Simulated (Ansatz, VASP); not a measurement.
## C in VASP and in Ansatz

```xyz
2
Lattice="0.0000 2.0839 3.2802 1.2031 0.0000 3.2802 1.2031 2.0839 0.0000" Properties=species:S:1:pos:R:3 pbc="T T T"
C     1.2031    0.6947    3.2802
C     1.2031    3.4732    3.2802
```

Change from the starting cell: volume scaled by 0.9405.

Alike in both runs: task single point; functional PBEsol; k mesh 18 × 18 × 18; occupations fermi-dirac, width 0.05 eV; no spin polarisation.

|  | VASP | Ansatz |
| --- | --- | --- |
| version | VASP 6.6.1 | Ansatz 0.2.0 |
| potentials or method | VASP PAW PBE potentials, release 64 (C), cutoff 520 eV | all-electron LAPW, scalar-relativistic |

|  | VASP | Ansatz | Ansatz less VASP |
| --- | --- | --- | --- |
| pressure (GPa) | 21.8 | 21.0 | -0.82 |
| traceless stress, the component that is largest in VASP (GPa) | -19.36 | -18.45 | +0.910 |

VASP's potentials were made for PBE, not for PBEsol. Ansatz ran all-electron here, and VASP with PAW potentials.
